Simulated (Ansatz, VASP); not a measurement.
# Ti3O: VASP beside Ansatz

```
Ti O
1.0
     4.49563    0.00000    0.00000
    -2.24781    3.89333    0.00000
     0.00000    0.00000    4.84582
Ti O
6 2
Direct
  0.00000 0.67081 0.75000
  0.00000 0.32919 0.25000
  0.67081 0.00000 0.75000
  0.67081 0.67081 0.25000
  0.32919 0.32919 0.75000
  0.32919 0.00000 0.25000
  0.00000 0.00000 0.50000
  0.00000 0.00000 0.00000
```

Change from the starting cell: strain -0.1125 x Voigt [1, 1, 0, 0, 0, 0], atoms carried along.

Alike in both runs: task single point; functional PBEsol; k mesh 12 × 12 × 8; occupations gaussian, width 0.15 eV; no spin polarisation.

|  | VASP | Ansatz |
| --- | --- | --- |
| version | VASP 6.6.1 | Ansatz 0.2.0 |
| potentials or method | VASP PAW PBE potentials, release 64 (Ti_sv, O), cutoff 520 eV | scalar-relativistic, plane waves, PAW |
| valence electrons in the cell | 84 | 84 |

|  | VASP | Ansatz | Ansatz less VASP |
| --- | --- | --- | --- |
| gap on the k mesh at the Fermi level (eV) | none | none | - |
| pressure (GPa) | 65.4 | 65.0 | -0.37 |
| traceless stress, the component that is largest in VASP (GPa) | -11.95 | -12.25 | -0.300 |
| rms of the force components (eV/Å) | 1.393 | 1.332 | -0.0608 |

VASP's potentials were made for PBE, not for PBEsol. Atom by atom the forces differ by 0.061 eV/Å (rms over components). A gap of «none» marks a metal or a gap that the smearing closes. Both programs put the cell under a high pressure, so it lies far from rest at this level. The functional is the same, so the differences come from potentials, cutoffs and numerics.

Noted on VASP's run: the cell as given lies far from equilibrium.
